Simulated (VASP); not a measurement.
Input of a VASP 6.6.1 run:

INCAR

```
ALGO = Normal
EDIFF = 1E-6
ENCUT = 520
GGA = PS
ISIF = 2
ISMEAR = 0
LASPH = T
LCHARG = F
LREAL = F
LWAVE = F
NBANDS = 36
NELM = 80
PREC = Accurate
SIGMA = 0.1
```

File KPOINTS:

```
k-points
0
Gamma
  10 10 10
```

File POSCAR:

```
In2GaAs3
1.0
    0.0000000000     -4.1966969963      0.0000000000
    4.1966969963      0.0000000000      0.0000000000
   -2.0983484981      2.0983484981      8.9562741417
Ga In As
1 2 3
Direct
    0.0000000000      0.0000000000      0.0000000000
    0.6628217065      0.6628217065      0.3256434129
    0.3371782935      0.3371782935      0.6743565871
    0.5750297125      0.0750297125      0.1500594250
    0.2500000000      0.7500000000      0.5000000000
    0.9249702875      0.4249702875      0.8499405750
```

Potentials or basis: VASP PAW PBE potentials, release 64 (Ga_d, In_d, As).

Command:

```bash
$ cat potpaw_PBE.64/Ga_d/POTCAR potpaw_PBE.64/In_d/POTCAR potpaw_PBE.64/As/POTCAR > POTCAR
$ mpirun -np 1 vasp_std > vasp.out
```

Question: Estimate the pressure.

Answer: 0.1 GPa.

Question: What does it give for the largest force?

Answer: 0.006 eV/Å.

Question: What does it give for the band gap on the k mesh?

Answer: Zero (filled and empty bands touch).

Forces on the atoms (eV/Å):
```
Ga   0.000  0.000  0.000
In   0.000  0.000  0.001
In   0.000  0.000 -0.001
As   0.000  0.000 -0.006
As   0.000  0.000  0.000
As   0.000  0.000  0.006
```

Caveat: semilocal functionals underestimate gaps, and a narrow one can read as zero; the PAW data sets were made with another functional, which shifts forces and pressure a little; spin-orbit coupling is left out, which moves the levels of the heavy elements.
